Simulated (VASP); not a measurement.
# B2N: single point with PBE

The system is B2N.

```xyz
3
Lattice="2.6217 0.0000 0.0000 0.0000 2.6217 0.0000 0.0000 0.0000 3.7309" Properties=species:S:1:pos:R:3 pbc="T T T"
B     0.0000    1.3108    1.5862
B     1.3108    0.0000    1.5862
N     1.3108    1.3108    2.4837
```

```json
{"Program": "VASP 6.6.1", "Task": "single point", "Functional": "PBE", "Potentials or basis": "VASP PAW PBE potentials, release 64 (B, N)", "Cutoff": "600 eV", "k mesh": "7 × 7 × 5", "Occupations": "gaussian, width 0.2 eV", "Spin": "no spin polarisation"}
```

```yaml
Pressure: -0.3 GPa
Largest_force: 0.022 eV/Å
```

Forces in eV/Å, atoms in the order of the input:
```
B    0.000  0.000 -0.011
B    0.000  0.000 -0.011
N    0.000  0.000  0.022
```

Stress tensor (GPa, compression positive):
```
-0.12  0.00  0.00
 0.00 -0.12  0.00
 0.00  0.00 -0.54
```

Levels at points of the mesh, in eV from the Fermi level:
```csv
k point,band 1,band 2,band 3,band 4,band 5,band 6,band 7,band 8,band 9,band 10
"(0.00, 0.00, 0.00)",-21.59,-8.94,-7.36,-7.36,-4.71,1.94,4.43,4.43,5.18,8.91
```

Run time: 17 s on 1 thread of Intel Xeon 8259CL, on a shared host, peak memory 0.14 GiB.
